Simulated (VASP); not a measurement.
Wanted: the native input for a VASP 6.6.1 run.

```
Task                   : single point
Functional             : LDA
Potentials or basis    : VASP PAW LDA potentials, release 64 (Mg)
Cutoff                 : 520 eV
k mesh                 : 8 × 8 × 12
Occupations            : fermi-dirac, width 0.1 eV
Spin                   : no spin polarisation
Dipole correction      : no
Further INCAR settings : ALGO = Normal; EDIFF = 1e-06; NBANDS = 10
```

The structure of Mg lies in POSCAR:

```
Mg
1.0
    5.1975967075      0.0000000000      0.0000000000
   -2.5987983537      4.5012507873      0.0000000000
    0.0000000000      0.0000000000      3.1496445142
Mg
3
Direct
    1.0000000000      0.0000000000      0.0000000000
    0.3333333333      0.6666666667      0.5000000000
    0.6666666667      0.3333333333      0.5000000000
```

This cell differs from its parent crystal: volume scaled by 1.12.

One way to write it, as run:

INCAR

```
SYSTEM = Mg
ALGO     = Normal         ! electronic algorithm
EDIFF    = 1E-6           ! SCF threshold, eV
ENCUT    = 520            ! plane-wave cutoff, eV
GGA      = CA             ! functional
ISIF     = 2              ! what is computed and relaxed
ISMEAR   = -1             ! smearing method
LASPH    = .True.         ! aspherical terms in the spheres
LCHARG   = .True.         ! write CHGCAR
LELF     = .True.         ! ELF
LREAL    = .False.        ! projectors in reciprocal space
LVHAR    = .True.       
LWAVE    = .False.        ! write WAVECAR
NBANDS   = 10             ! bands
NELM     = 60             ! most SCF steps
PREC     = Accurate       ! precision mode
SIGMA    = 0.1            ! smearing width, eV
```

KPOINTS

```
k-points
0
Gamma
  8 8 12
  0 0 0
```

Potentials or basis: VASP PAW LDA potentials, release 64 (Mg).

Launch:

```bash
$ cat potpaw_LDA.64/Mg/POTCAR > POTCAR
$ mpirun -np 1 vasp_std > vasp.out
```

Results of the run:

```
Pressure               : -3.7 GPa
Band gap on the k mesh : zero (band 3 reaches 5.47 eV, above the bottom of band 4 at 1.13 eV)
```

It took 20 s on 1 thread of Intel(R) Xeon(R) 6975P-C (Granite Rapids), on a shared host, peak memory 0.17 GiB.
